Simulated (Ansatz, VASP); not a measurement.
## Y in VASP and in Ansatz

Contents of INCAR:

```
  PREC = Accurate
  ENCUT = 520
  EDIFF = 1E-8
  ISMEAR = -1
  SIGMA = 0.05
  LREAL = F
  LASPH = T
  NELM = 80
  ALGO = Normal
  ISIF = 2
  LWAVE = F
  LCHARG = F
  GGA = PE
  LEFG = T
  NBANDS = 12
```

Contents of KPOINTS:

```
regular mesh
0
Gamma
  13 13 13
```

The input POSCAR:

```
Y
1.0
    0.0000000000      2.5096055606      2.5096055606
    2.5096055606      0.0000000000      2.5096055606
    2.5096055606      2.5096055606      0.0000000000
Y
1
Direct
    0.0000000000      0.0000000000      0.0000000000
```

Input for Ansatz:

```yaml
crystal:
  lattice:
    - [0.0, 2.5096055606, 2.5096055606]
    - [2.5096055606, 0.0, 2.5096055606]
    - [2.5096055606, 2.5096055606, 0.0]
  atoms:
    - { symbol: "Y", position: [0.0, 0.0, 0.0] }
kpoints:
  mp_grid: { grid: [13, 13, 13] }
scf:
  occupations: { method: fermi_dirac, width: 0.05 }
hamiltonian:
  xc: pbe
  pseudopotentials: { kind: paw }
output:
  forces: true
  stress: true
  eigenvalues: true
  efg: { contact_densities: true }
```

Change from the starting cell: volume scaled by 1.03, PAW files.

Alike in both runs: task electric field gradients; functional PBE; k mesh 13 × 13 × 13; occupations fermi-dirac, width 0.05 eV; no spin polarisation.

|  | VASP | Ansatz |
| --- | --- | --- |
| version | VASP 6.6.1 | Ansatz 0.2.0 |
| potentials or method | VASP PAW PBE potentials, release 64 (Y_sv) | PAW with Ansatz's default frozen-core files, scalar-relativistic |
| plane-wave cutoff (eV) | 520 | 420 |
| valence electrons in the cell | 11 | 11 |

|  | VASP | Ansatz | Ansatz less VASP |
| --- | --- | --- | --- |
| pressure (GPa) | 1.0 | 1.1 | +0.12 |
